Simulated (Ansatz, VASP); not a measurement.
Mg12H in VASP and in Ansatz

```
Mg H
1.0
     6.42000    0.00000    0.00000
    -4.81500    8.33982    0.00000
     0.00000    0.00000    5.21304
Mg H
12 1
Direct
  0.99978 0.00050 0.99689
  0.16325 0.22123 0.49846
  0.00017 0.33333 0.99681
  0.16969 0.54954 0.50305
  0.00078 0.66720 0.00404
  0.17234 0.89860 0.50083
  0.50134 0.00076 0.99626
  0.67029 0.22428 0.49402
  0.49791 0.33223 0.99758
  0.65615 0.55065 0.50343
  0.50049 0.66757 0.99623
  0.66849 0.88993 0.49650
  0.00216 0.66863 0.39536
```

Alike in both runs: functional PBE; dispersion D3(BJ); k mesh 3 × 2 × 3; occupations gaussian, width 0.15 eV; no spin polarisation.

Ansatz relaxed the structure, and its values are those at the end. VASP's run is a single point on that final structure, the one shown.

|  | VASP | Ansatz |
| --- | --- | --- |
| version | VASP 6.6.1 | Ansatz 0.2.0 |
| potentials or method | VASP PAW PBE potentials, release 64 (Mg, H), cutoff 520 eV | scalar-relativistic, plane waves, PAW |
| valence electrons in the cell | 25 | 121 |

```csv
,VASP,Ansatz,Ansatz less VASP
rms of the force components (eV/Å),0.005,0.005,0.0000
```

VASP's potentials hold 25 valence electrons a cell and Ansatz's 121, so a difference there can come from the potentials and not from the codes.

The k mesh is coarse, so the values compare programs but aren't converged.
